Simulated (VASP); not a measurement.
ZnS, 4 atoms in the cell. Symmetry: P6_3mc, No. 186, hexagonal system. Conventional cell: a = 3.811 Å, b = 3.811 Å, c = 6.234 Å, α = 90.00°, β = 90.00°, γ = 120.00°. Within 3.1 Å of Zn (site symmetry 3m) lie 4 S at 2.31 to 2.40 Å. S (site symmetry 3m) has 4 Zn at 2.31 to 2.40 Å within 3.1 Å. 

| Property | Result |
| --- | --- |
| Program | VASP 6.6.1 |
| Task | single point |
| Functional | PBE-based screened hybrid with 10 % exact exchange |
| Potentials or basis | VASP PAW PBE potentials, release 64 (Zn, S) |
| Cutoff | 520 eV |
| k mesh | 5 × 5 × 3 |
| Occupations | fermi-dirac, width 0.05 eV |
| Spin | no spin polarisation |
| Dipole correction | no |
| Grid for exact exchange (PRECFOCK) | Normal |
| Share of exact exchange | 0.1 |
| Further INCAR settings | ALGO = Normal; EDIFF = 1e-07; NBANDS = 26 |
| Screening parameter | 0.20787 1/Å |

Potentials or basis: VASP PAW PBE potentials, release 64 (Zn, S).

The run is started by

```sh
$ cat potpaw_PBE.64/Zn/POTCAR potpaw_PBE.64/S/POTCAR > POTCAR
$ cp INCAR.step1 INCAR
$ mpirun -np 1 vasp_std > vasp.out
$ cp INCAR.step2 INCAR
$ mpirun -np 1 vasp_std > vasp.out
```

Hardware: 1 thread of AMD EPYC 7R43 64-Core Processor (Zen 3) (shared host).

Task: How long does it take, and how much memory?

Result: Wall time 110 min on 1 thread of AMD EPYC 7R43 64-Core Processor (Zen 3) (shared host), peak memory 0.28 GiB. Counts: k points 10.
